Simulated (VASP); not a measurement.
# ZrC (F-43m) in VASP: settings compared

Aim: see how the results for ZrC move with the level of theory and the settings. Levels: PBEsol-based global hybrid with 25 % exact exchange, HSE06, PBE0. Tasks: single point.

All numbers are computed with VASP 6.6.1; they aren't measurements. Logs are shortened: lines on timing, memory, paths and dates and some standing lists are left out, and cuts for length are marked.

## (1) The cell of the first run

Symmetry: F-43m, No. 216, cubic system. The conventional cell has a = 5.048 Å, b = 5.048 Å, c = 5.048 Å, α = 90.00°, β = 90.00°, γ = 90.00°. Within 2.9 Å of Zr (site symmetry -43m) lie 4 C at 2.19 Å. C (site symmetry -43m) has 4 Zr at 2.19 Å within 2.9 Å.

## (2) Single point, PBEsol-based global hybrid with 25 % exact exchange

Contents of POSCAR:

```
ZrC
1.0
    0.0000000000      2.5239491706      2.5239491706
    2.5239491706      0.0000000000      2.5239491706
    2.5239491706      2.5239491706      0.0000000000
Zr C
1 1
Direct
    0.5000000000      0.5000000000      0.5000000000
    0.7500000000      0.7500000000      0.7500000000
```

Contents of INCAR.step1:

```
ALGO = Normal
EDIFF = 1E-5
ENCUT = 520
GGA = PE
ISIF = 2
ISMEAR = -1
LASPH = True
LCHARG = False
LREAL = False
LWAVE = True
NBANDS = 15
NELM = 60
PREC = Accurate
SIGMA = 0.05
```

Contents of INCAR.step2:

```
AEXX = 0.25
ALGO = Normal
EDIFF = 1E-6
ENCUT = 520
GGA = PS
ISIF = 2
ISMEAR = -1
ISTART = 1
LASPH = True
LCHARG = False
LHFCALC = True
LREAL = False
LWAVE = False
NBANDS = 15
NELM = 60
PREC = Accurate
PRECFOCK = Normal
SIGMA = 0.05
```

Contents of KPOINTS:

```
k-points
0
Gamma
  5 5 5
```

Potentials or basis: VASP PAW PBE potentials, release 64 (Zr_sv, C).

The run is started by

```sh
> cat potpaw_PBE.64/Zr_sv/POTCAR potpaw_PBE.64/C/POTCAR > POTCAR
> cp INCAR.step1 INCAR
> mpirun -np 1 vasp_std > vasp.out
> cp INCAR.step2 INCAR
> mpirun -np 1 vasp_std > vasp.out
```

OUTCAR:

```text
AEXX = 0.25
   EDIFF = 1E-6
   ENCUT = 520
   GGA = PS
   ISIF = 2
   ISMEAR = -1
   ISTART = 1
   LASPH = True
   LHFCALC = True
   LREAL = False
   NELM = 60
   PREC = Accurate
   PRECFOCK = Normal

 ion  position               nearest neighbor table
   1  0.500  0.500  0.500-   2 2.19   2 2.19   2 2.19   2 2.19
   2  0.750  0.750  0.750-   1 2.19   1 2.19   1 2.19   1 2.19

  LATTYP: Found a face centered cubic cell.
 ALAT       =     5.0478983412

  Lattice vectors:

 A1 = (   0.0000000000,   2.5239491706,   2.5239491706)
 A2 = (   2.5239491706,   0.0000000000,   2.5239491706)
 A3 = (   2.5239491706,   2.5239491706,   0.0000000000)

Analysis of symmetry for initial positions (statically):
=====================================================================
 Subroutine PRICEL returns:
 Original cell was already a primitive cell.

 Routine SETGRP: Setting up the symmetry group for a
 face centered cubic supercell.

 Subroutine GETGRP returns: Found 24 space group operations
 (whereof 24 operations were pure point group operations)
 out of a pool of 48 trial point group operations.

The static configuration has the point symmetry T_d .

Analysis of symmetry for dynamics (positions and initial velocities):
=====================================================================
 Subroutine PRICEL returns:
 Original cell was already a primitive cell.

 Routine SETGRP: Setting up the symmetry group for a
 face centered cubic supercell.

 Subroutine GETGRP returns: Found 24 space group operations
 (whereof 24 operations were pure point group operations)
 out of a pool of 48 trial point group operations.

The dynamic configuration has the point symmetry T_d .

 Subroutine INISYM returns: Found 24 space group operations
 (whereof 24 operations are pure point group operations),
 and found     1 'primitive' translations

----------------------------------------------------------------------------------------

                                     Primitive cell

  volume of cell :      32.1567

  direct lattice vectors                    reciprocal lattice vectors
     0.000000000  2.523949171  2.523949171    -0.198102246  0.198102246  0.198102246
     2.523949171  0.000000000  2.523949171     0.198102246 -0.198102246  0.198102246
     2.523949171  2.523949171  0.000000000     0.198102246  0.198102246 -0.198102246

  length of vectors
     3.569403148  3.569403148  3.569403148     0.343123156  0.343123156  0.343123156

[... 82 lines left out ...]
   IALGO  =     38    algorithm
   IMIX   =      1    mixing-type and parameters
     AMIX     =   0.40;   BMIX     =  1.00
     AMIX_MAG =   1.60;   BMIX_MAG =  1.00
  volume/ion in A,a.u.               =      16.08       108.50
  Fermi-wavevector in a.u.,A,eV,Ry     =   1.297252  2.451450 22.896724  1.682862
  Thomas-Fermi vector in A             =   2.428656
   LORBIT       =      0    0 simple, 1 ext, 2 COOP (PROOUT), +10 PAW based schemes
   GGA     = PS    functional components
   LHFCALC =     T    Hartree Fock is set to
   PRECFOCK=normal    Normal, Fast or Accurate (Low or Medium for compatibility)
   ENCUT4O =  -1.0   cutoff for four orbital integrals eV
   NKREDX  =     1    reduce k-point grid by
   NKREDY  =     1    reduce k-point grid by
   NKREDZ  =     1    reduce k-point grid by
   AEXX    =    0.2500 exact exchange contribution
   HFSCREEN=    0.0000 screening length (either q_TF or 0.3 A-1)
   HFSCREENC=   0.0000 screening length for correlation (either q_TF or 0.3 A-1)
   ENCUTFOCK=  -1.0 apply spherical cutoff to Coloumb kernel
   IVDW    =     0    specifies the selected vdW correction
   LEPSILON=     F    determine dielectric tensor
   LRPA    =     F    only Hartree local field effects (RPA)
 non-spin polarized calculation
  energy-cutoff  :      520.00
  volume of cell :       32.16
 maximum number of plane-waves:       893
  NGX = 20; NGY = 20; NGZ = 20

 number of electron      16.0000000 magnetization

 Free energy of the ion-electron system (eV)
  ---------------------------------------------------
  ext. energy  EPLUGINS =         0.00000000
  ---------------------------------------------------
  free energy    TOTEN  =       -23.26642788 eV

  energy without entropy =      -23.26642788  energy(sigma->0) =      -23.26642788

 E-fermi :   6.6674     XC(G=0):  -8.6369

 val. band max:        5.5852268572   @ k =  -0.4000   0.4000   0.0000
 cond. band min:       7.6922867898   @ k =  -0.4000   0.4000   0.0000
 fundamental gap:      2.1070599326
 Fermi energy:         6.6673711679

 k-point     1 :       0.0000    0.0000    0.0000
  band No.  band energies     occupation
      1     -45.2773      2.00000
      2     -21.7809      2.00000
      3     -21.7809      2.00000
      4     -21.7809      2.00000
      5      -5.2977      2.00000
      6       3.2686      2.00000
      7       3.2686      2.00000
      8       3.2686      2.00000
      9      10.8502      0.00000
     10      10.8532      0.00000
     11      10.8532      0.00000
     12      16.5327      0.00000
     13      16.5327      0.00000
     14      16.5327      0.00000
[... 149 lines left out ...]
      2     -22.2296      2.00000
      3     -22.0622      2.00000
      4     -21.9515      2.00000
      5      -3.4225      2.00000
      6       2.7903      2.00000
      7       4.2279      2.00000
      8       5.5685      2.00000
      9       8.3162      0.00000
     10      10.7539      0.00000
     11      12.4611      0.00000
     12      14.1400      0.00000
     13      15.6553      0.00000
     14      18.8139      0.00000
     15      19.7403      0.00000

------------------------ aborting loop because EDIFF is reached ----------------------------------------

  FORCE on cell =-STRESS in cart. coord.  units (eV):
  Direction    XX          YY          ZZ          XY          YZ          ZX
  --------------------------------------------------------------------------------------
  -------------------------------------------------------------------------------------
  Total        0.0213506      0.0213506      0.0213506      0.0000000      0.0000000      0.0000000
  in kB        1.0637736      1.0637736      1.0637736      0.0000000      0.0000000      0.0000000
  external PRESSURE =       1.0637736 kB  Pullay stress =       0.0000000 kB

 VOLUME and BASIS-vectors are now :
 -----------------------------------------------------------------------------
  energy-cutoff  :      520.00
  volume of cell :       32.16
      direct lattice vectors                 reciprocal lattice vectors
     0.000000000  2.523949171  2.523949171    -0.198102246  0.198102246  0.198102246
     2.523949171  0.000000000  2.523949171     0.198102246 -0.198102246  0.198102246
     2.523949171  2.523949171  0.000000000     0.198102246  0.198102246 -0.198102246

 POSITION                                       TOTAL-FORCE (eV/Angst)
 -----------------------------------------------------------------------------------
      2.52395      2.52395      2.52395        -0.000000     -0.000000     -0.000000
      3.78592      3.78592      3.78592         0.000000      0.000000      0.000000
 -----------------------------------------------------------------------------------
    total drift:                                0.000002     -0.000000      0.000000

  FREE ENERGIE OF THE ION-ELECTRON SYSTEM (eV)
  ---------------------------------------------------
  free  energy   TOTEN  =       -23.2664278807 eV

  energy  without entropy=      -23.2664278802  energy(sigma->0) =      -23.26642788
```

OUTCAR.step1:

```text
EDIFF = 1E-5
   ENCUT = 520
   GGA = PE
   ISIF = 2
   ISMEAR = -1
[... 383 lines left out ...]
 -----------------------------------------------------------------------------------
      2.52395      2.52395      2.52395         0.000000      0.000000      0.000000
      3.78592      3.78592      3.78592        -0.000000     -0.000000     -0.000000
 -----------------------------------------------------------------------------------
    total drift:                                0.000000      0.000000      0.000000

  FREE ENERGIE OF THE ION-ELECTRON SYSTEM (eV)
  ---------------------------------------------------
  free  energy   TOTEN  =       -18.1934504430 eV

  energy  without entropy=      -18.1932884151  energy(sigma->0) =      -18.19336943
```

OSZICAR.step1:

```text
N       E                     dE             d eps       ncg     rms          rms(c)
DAV:   1     0.108308308841E+03    0.10831E+03   -0.87710E+03   300   0.105E+03
DAV:   2    -0.156679708162E+02   -0.12398E+03   -0.11427E+03   384   0.280E+02
DAV:   3    -0.227905061912E+02   -0.71225E+01   -0.70788E+01   527   0.579E+01
DAV:   4    -0.228476094762E+02   -0.57103E-01   -0.57100E-01   343   0.484E+00
DAV:   5    -0.228490231330E+02   -0.14137E-02   -0.14137E-02   414   0.467E-01    0.215E+01
DAV:   6    -0.182240162523E+02    0.46250E+01   -0.11689E+01   328   0.253E+01    0.603E+00
DAV:   7    -0.181905990807E+02    0.33417E-01   -0.71852E-01   321   0.627E+00    0.519E+00
DAV:   8    -0.182011810076E+02   -0.10582E-01   -0.13760E-01   363   0.314E+00    0.235E+00
DAV:   9    -0.181929402783E+02    0.82407E-02   -0.24539E-02   314   0.118E+00    0.452E-01
DAV:  10    -0.181934819331E+02   -0.54165E-03   -0.14934E-03   385   0.393E-01    0.252E-01
DAV:  11    -0.181934541404E+02    0.27793E-04   -0.22671E-04   321   0.133E-01    0.291E-02
DAV:  12    -0.181934504430E+02    0.36973E-05   -0.56073E-06   241   0.211E-02
   1 F= -.18193450E+02 E0= -.18193369E+02  d E =-.162028E-03
```

Run time: 7.4 min. Hardware: 1 thread of Intel Xeon Platinum 8259CL at 2.50GHz (Skylake/Cascade Lake), shared host; peak memory 0.17 GiB.

What came out:

| Quantity | Value |
| --- | --- |
| Free energy | -23.2664 eV |
| Pressure | 0.1 GPa |
| Band gap on the k mesh | 2.11 eV |

Levels at points of the mesh, in eV from the valence-band top:
| k point | band 4 | band 5 | band 6 | band 7 | band 8 | band 9 | band 10 | band 11 | band 12 | band 13 |
| --- | --- | --- | --- | --- | --- | --- | --- | --- | --- | --- |
| (0.00, 0.00, 0.00) | -27.37 | -10.88 | -2.32 | -2.32 | -2.32 | 5.26 | 5.27 | 5.27 | 10.95 | 10.95 |

Caveat: the k points lie up to 0.43 Å⁻¹ apart; the PAW data sets were made with another functional, which shifts forces and pressure a little; an odd mesh through Γ misses points on the zone boundary, where band edges can lie.

[end of part 1 of 2]
